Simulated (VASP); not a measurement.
Here is a VASP 6.6.1 calculation.

Contents of INCAR:

```
PREC = Accurate
ENCUT = 520
EDIFF = 1E-6
ISMEAR = 0
SIGMA = 0.05
LREAL = F
LASPH = T
NELM = 80
ALGO = Normal
ISIF = 2
LWAVE = F
LCHARG = F
GGA = PE
NBANDS = 16
```

The input KPOINTS:

```
Automatic mesh
0
Gamma
  8 8 8
```

POSCAR

```
CdSe
1.0
    0.0000000000      2.8739580000      2.8739580000
    2.8739580000      0.0000000000      2.8739580000
    2.8739580000      2.8739580000      0.0000000000
Cd Se
1 1
Direct
    0.0000000000      0.0000000000      0.0000000000
    0.5000000000      0.5000000000      0.5000000000
```

Potentials or basis: VASP PAW PBE potentials, release 64 (Cd, Se).

Launch:

```console
$ cat potpaw_PBE.64/Cd/POTCAR potpaw_PBE.64/Se/POTCAR > POTCAR
$ mpirun -np 1 vasp_std > vasp.out
```

Task: Predict the pressure.

Result: 0.0 GPa.

Task: What does it give for the band gap on the k mesh?

Result: Zero (band 9 reaches 2.25 eV, above the bottom of band 10 at 1.81 eV).
